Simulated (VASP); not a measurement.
# Si (Fd-3m) in VASP: single point with PBE

Aim: the single point of Si with PBE.

Program: VASP 6.6.1. These are calculated values, not measurements. Logs are shortened: lines on timing, memory, paths and dates and some standing lists are left out, and cuts for length are marked.

## 1. The cell of the first run

Symmetry: Fd-3m, No. 227, cubic system. The conventional cell has a = 5.470 Å, b = 5.470 Å, c = 5.470 Å, α = 90.00°, β = 90.00°, γ = 90.00°. Si (site symmetry -43m) has 4 Si at 2.37 Å within 3.1 Å.

## 2. Single point, PBE

INCAR reads:

```
SYSTEM = Si
ALGO = Normal ; EDIFF = 1E-6
ENCUT = 500 ; GGA = PE
GGA_COMPAT = .False. ; ISIF = 2
ISMEAR = 0 ; LASPH = .True.
LCHARG = .False. ; LREAL = .False.
LWAVE = .False. ; NBANDS = 11
NELM = 120 ; PREC = Accurate
SIGMA = 0.02
```

KPOINTS reads:

```
k-points
0
Gamma
  8 8 8
  0 0 0
```

POSCAR reads:

```
Si
1.0
    0.0000000000      2.7351086733      2.7351086733
    2.7351086733      0.0000000000      2.7351086733
    2.7351086733      2.7351086733      0.0000000000
Si
2
Direct
    0.0000000000      0.0000000000      0.0000000000
    0.2500000000      0.2500000000      0.2500000000
```

Potentials or basis: VASP PAW PBE potentials, release 64 (Si).

Command:

```
> cat potpaw_PBE.64/Si/POTCAR > POTCAR
> mpirun -np 1 vasp_std > vasp.out
```

OUTCAR:

```text
SYSTEM = Si
   EDIFF = 1E-6
   ENCUT = 500
   GGA = PE
   ISIF = 2
   ISMEAR = 0
   LASPH = .True.
   LREAL = .False.
   NELM = 120
   PREC = Accurate

 ion  position               nearest neighbor table
   1  0.000  0.000  0.000-   2 2.37   2 2.37   2 2.37   2 2.37
   2  0.250  0.250  0.250-   1 2.37   1 2.37   1 2.37   1 2.37

  LATTYP: Found a face centered cubic cell.
 ALAT       =     5.4702173466

  Lattice vectors:

 A1 = (   0.0000000000,   2.7351086733,   2.7351086733)
 A2 = (   2.7351086733,   0.0000000000,   2.7351086733)
 A3 = (   2.7351086733,   2.7351086733,   0.0000000000)

Analysis of symmetry for initial positions (statically):
=====================================================================
 Subroutine PRICEL returns:
 Original cell was already a primitive cell.

 Routine SETGRP: Setting up the symmetry group for a
 face centered cubic supercell.

 Subroutine GETGRP returns: Found 48 space group operations
 (whereof 24 operations were pure point group operations)
 out of a pool of 48 trial point group operations.

The static configuration has the point symmetry T_d .
 The point group associated with its full space group is O_h .

Analysis of symmetry for dynamics (positions and initial velocities):
=====================================================================
 Subroutine PRICEL returns:
 Original cell was already a primitive cell.

 Routine SETGRP: Setting up the symmetry group for a
 face centered cubic supercell.

 Subroutine GETGRP returns: Found 48 space group operations
 (whereof 24 operations were pure point group operations)
 out of a pool of 48 trial point group operations.

The dynamic configuration has the point symmetry T_d .
 The point group associated with its full space group is O_h .

 Subroutine INISYM returns: Found 48 space group operations
 (whereof 24 operations are pure point group operations),
 and found     1 'primitive' translations

----------------------------------------------------------------------------------------

                                     Primitive cell

  volume of cell :      40.9217

  direct lattice vectors                    reciprocal lattice vectors
     0.000000000  2.735108673  2.735108673    -0.182808093  0.182808093  0.182808093
     2.735108673  0.000000000  2.735108673     0.182808093 -0.182808093  0.182808093
     2.735108673  2.735108673  0.000000000     0.182808093  0.182808093 -0.182808093

  length of vectors
     3.868027780  3.868027780  3.868027780     0.316632905  0.316632905  0.316632905

  position of ions in fractional coordinates (direct lattice)
     0.000000000  0.000000000  0.000000000
     0.250000000  0.250000000  0.250000000

  ion indices of the primitive-cell ions
   primitive index   ion index
                 1           1
                 2           2

----------------------------------------------------------------------------------------

 KPOINTS: k-points

Automatic generation of k-mesh.
 Grid dimensions read from file:
 generate k-points for:    8    8    8

 Generating k-lattice:

  Cartesian coordinates                     Fractional coordinates (reciprocal lattice)
    -0.022851012  0.022851012  0.022851012     0.125000000  0.000000000  0.000000000
     0.022851012 -0.022851012  0.022851012     0.000000000  0.125000000  0.000000000
     0.022851012  0.022851012 -0.022851012     0.000000000  0.000000000  0.125000000

  Length of vectors
     0.039579113  0.039579113  0.039579113

  Shift w.r.t. Gamma in fractional coordinates (k-lattice)
     0.000000000  0.000000000  0.000000000

 Subroutine IBZKPT returns following result:
 ===========================================

 Found     29 irreducible k-points:

 Following reciprocal coordinates:
            Coordinates               Weight
  0.000000  0.000000  0.000000      1.000000
  0.125000  0.000000  0.000000      8.000000
  0.250000  0.000000  0.000000      8.000000
  0.375000  0.000000  0.000000      8.000000
  0.500000  0.000000  0.000000      4.000000
  0.125000  0.125000  0.000000      6.000000
[... 16 lines left out ...]
  0.500000  0.250000  0.125000     48.000000
 -0.375000  0.250000  0.125000     24.000000
 [... further k-points ...]
   k-points           NKPTS =     29   k-points in BZ     NKDIM =     29   number of bands    NBANDS=     11
   number of dos      NEDOS =    301   number of ions     NIONS =      2
   total plane-waves  NPLWV =  21952
   dimension x,y,z NGX =    28 NGY =   28 NGZ =   28
   dimension x,y,z NGXF=    56 NGYF=   56 NGZF=   56
   ions per type =               2
   NGX,Y,Z   is equivalent  to a cutoff of  12.03, 12.03, 12.03 a.u.
   NGXF,Y,Z  is equivalent  to a cutoff of  24.07, 24.07, 24.07 a.u.
 SYSTEM =  Si
   PREC   = accura    normal or accurate (medium, high low for compatibility)
   ISTART =      0    job   : 0-new  1-cont  2-samecut
   ICHARG =      2    charge: 1-file 2-atom 10-const
   ISPIN  =      1    spin polarized calculation?
   LNONCOLLINEAR =      F non collinear calculations
   LSORBIT =      F    spin-orbit coupling
   LASPH  =      T    aspherical Exc in radial PAW
   ENCUT  =  500.0 eV  36.75 Ry    6.06 a.u.   7.05  7.05  7.05*2*pi/ulx,y,z
   NELM   =    120;   NELMIN=  2; NELMDL= -5     # of ELM steps
   EDIFF  = 0.1E-05   stopping-criterion for ELM
   LREAL  =      F    real-space projection
   EDIFFG = 0.1E-04   stopping-criterion for IOM
   NSW    =      0    number of steps for IOM
   IBRION =     -1    ionic relax: 0-MD 1-quasi-New 2-CG
   NFREE  =      0    steps in history (QN), initial steepest desc. (CG)
   ISIF   =      2    stress and relaxation
   ISYM   =      2    0-nonsym 1-usesym 2-fastsym
   POTIM  = 0.5000    time-step for ionic-motion
   TEBEG  =    0.0;   TEEND  =   0.0 temperature during run
   PSTRESS=    0.0 pullay stress
   NELECT =       8.0000    total number of electrons
   NUPDOWN=      -1.0000    fix difference up-down
   EMIN   =  10.00;   EMAX   =-10.00  energy-range for DOS
   EFERMI =   0.00;   METHOD = LEGACY
   ISMEAR =     0;   SIGMA  =   0.02  broadening in eV -4-tet -1-fermi 0-gaus
   EFERMI_NEDOS =   21; number of points for ismear=-14 and -15
   IALGO  =     38    algorithm
   IMIX   =      4    mixing-type and parameters
     AMIX     =   0.40;   BMIX     =  1.00
     AMIX_MAG =   1.60;   BMIX_MAG =  1.00
  volume/ion in A,a.u.               =      20.46       138.08
  Fermi-wavevector in a.u.,A,eV,Ry     =   0.950138  1.795501 12.282838  0.902763
  Thomas-Fermi vector in A             =   2.078487
   LORBIT       =      0    0 simple, 1 ext, 2 COOP (PROOUT), +10 PAW based schemes
   GGA     = PE    functional components
   LHFCALC =     F    Hartree Fock is set to
   AEXX    =    0.0000 exact exchange contribution
   IVDW    =     0    specifies the selected vdW correction
   LEPSILON=     F    determine dielectric tensor
   LRPA    =     F    only Hartree local field effects (RPA)
 non-spin polarized calculation
 Gauss-broadening in eV      SIGMA  =   0.02
  energy-cutoff  :      500.00
  volume of cell :       40.92
 maximum number of plane-waves:      1056
   NGX = 15   NGY = 15   NGZ = 15

 number of electron       8.0000000 magnetization

 Free energy of the ion-electron system (eV)
  ---------------------------------------------------
  ext. energy  EPLUGINS =         0.00000000
  ---------------------------------------------------
  free energy    TOTEN  =       -10.84606158 eV

  energy without entropy =      -10.84606158  energy(sigma->0) =      -10.84606158

 E-fermi :   5.7195     XC(G=0):  -9.3234

 val. band max:        5.6092260674   @ k =   0.0000   0.0000   0.0000
 cond. band min:       6.2605079319   @ k =   0.3750   0.3750   0.0000
 fundamental gap:      0.6512818645
 Fermi energy:         5.7195218086

 k-point     1 :       0.0000    0.0000    0.0000
  band No.  band energies     occupation
      1      -6.2002      2.00000
      2       5.6092      2.00000
      3       5.6092      2.00000
      4       5.6092      2.00000
      5       8.1653      0.00000
      6       8.1653      0.00000
      7       8.1653      0.00000
      8       8.7338      0.00000
      9      13.3174      0.00000
     10      13.3174      0.00000
     11      13.4831      0.00000

 k-point     2 :       0.1250    0.0000    0.0000
  band No.  band energies     occupation
      1      -5.9998      2.00000
      2       4.0186      2.00000
      3       5.3270      2.00000
      4       5.3270      2.00000
      5       8.0496      0.00000
      6       8.5805      0.00000
      7       8.5805      0.00000
      8      10.1350      0.00000
      9      12.8448      0.00000
     10      12.8448      0.00000
     11      14.2585      0.00000

 k-point     3 :       0.2500    0.0000    0.0000
  band No.  band energies     occupation
      1      -5.4158      2.00000
      2       1.7243      2.00000
      3       4.8647      2.00000
      4       4.8647      2.00000
      5       7.5656      0.00000
      6       9.0983      0.00000
      7       9.0983      0.00000
      8      12.3537      0.00000
      9      12.7956      0.00000
     10      12.7956      0.00000
     11      14.5360      0.00000

 k-point     4 :       0.3750    0.0000    0.0000
  band No.  band energies     occupation
      1      -4.5420      2.00000
      2      -0.2587      2.00000
      3       4.5421      2.00000
      4       4.5421      2.00000
      5       7.2010      0.00000
      6       9.0619      0.00000
      7       9.0619      0.00000
      8      13.4445      0.00000
      9      14.1464      0.00000
     10      14.1464      0.00000
     11      15.1145      0.00000

 k-point     5 :       0.5000    0.0000    0.0000
  band No.  band energies     occupation
      1      -3.9234      2.00000
      2      -1.2559      2.00000
      3       4.4315      2.00000
      4       4.4315      2.00000
      5       7.0728      0.00000
      6       8.9586      0.00000
      7       8.9586      0.00000
      8      13.3097      0.00000
      9      16.1019      0.00000
     10      16.1019      0.00000
     11      16.7854      0.00000
[... 211 lines left out ...]
 k-point    21 :       0.5000    0.5000    0.0000
  band No.  band energies     occupation
      1      -2.1345      2.00000
      2      -2.1345      2.00000
      3       2.8171      2.00000
      4       2.8171      2.00000
      5       6.3619      0.00000
      6       6.3619      0.00000
      7      15.5387      0.00000
      8      15.5387      0.00000
      9      16.5136      0.00000
     10      16.5136      0.00000
     11      18.0487      0.00000

 k-point    22 :       0.3750    0.2500    0.1250
  band No.  band energies     occupation
      1      -4.8962      2.00000
      2       1.3417      2.00000
      3       2.9592      2.00000
      4       4.2100      2.00000
      5       8.0520      0.00000
      6       9.4333      0.00000
      7       9.8123      0.00000
      8      11.0477      0.00000
      9      13.3192      0.00000
     10      15.7092      0.00000
     11      16.5691      0.00000

 k-point    23 :       0.5000    0.2500    0.1250
  band No.  band energies     occupation
      1      -4.0274      2.00000
      2      -0.1767      2.00000
      3       2.3554      2.00000
      4       3.7231      2.00000
      5       8.4728      0.00000
      6       9.1379      0.00000
      7      10.5853      0.00000
      8      11.4854      0.00000
      9      14.5367      0.00000
     10      15.2321      0.00000
     11      17.5080      0.00000

 k-point    24 :      -0.3750    0.2500    0.1250
  band No.  band energies     occupation
      1      -3.3939      2.00000
      2      -1.0953      2.00000
      3       2.2239      2.00000
      4       3.5003      2.00000
      5       8.6312      0.00000
      6       8.7558      0.00000
      7      11.4536      0.00000
      8      12.6734      0.00000
      9      12.9130      0.00000
     10      16.1143      0.00000
     11      17.1572      0.00000

 [... further k-points ...]

------------------------ aborting loop because EDIFF is reached ----------------------------------------

  FORCE on cell =-STRESS in cart. coord.  units (eV):
  Direction    XX          YY          ZZ          XY          YZ          ZX
  --------------------------------------------------------------------------------------
  -------------------------------------------------------------------------------------
  Total       -0.0181242     -0.0181242     -0.0181242      0.0000000      0.0000000      0.0000000
  in kB       -0.7096026     -0.7096026     -0.7096026      0.0000000      0.0000000      0.0000000
  external PRESSURE =      -0.7096026 kB  Pullay stress =       0.0000000 kB

 VOLUME and BASIS-vectors are now :
 -----------------------------------------------------------------------------
  energy-cutoff  :      500.00
  volume of cell :       40.92
      direct lattice vectors                 reciprocal lattice vectors
     0.000000000  2.735108673  2.735108673    -0.182808093  0.182808093  0.182808093
     2.735108673  0.000000000  2.735108673     0.182808093 -0.182808093  0.182808093
     2.735108673  2.735108673  0.000000000     0.182808093  0.182808093 -0.182808093

 POSITION                                       TOTAL-FORCE (eV/Angst)
 -----------------------------------------------------------------------------------
      0.00000      0.00000      0.00000         0.000000      0.000000      0.000000
      1.36755      1.36755      1.36755        -0.000000     -0.000000     -0.000000
 -----------------------------------------------------------------------------------
    total drift:                                0.000000      0.000000     -0.000000

  FREE ENERGIE OF THE ION-ELECTRON SYSTEM (eV)
  ---------------------------------------------------
  free  energy   TOTEN  =       -10.8460615840 eV

  energy  without entropy=      -10.8460615840  energy(sigma->0) =      -10.84606158
```

Run time: 15 s. Hardware: 1 thread of AMD EPYC 7R13, shared host; peak memory 0.12 GiB.

Results:

```yaml
Free_energy: -10.8461 eV
Pressure: -0.1 GPa
Band_gap_on_the_k_mesh: 0.65 eV, indirect (least direct gap 2.56 eV)
```

A k mesh can miss the band edges. PBE gaps usually lie below the measured ones, often by a third to a half.
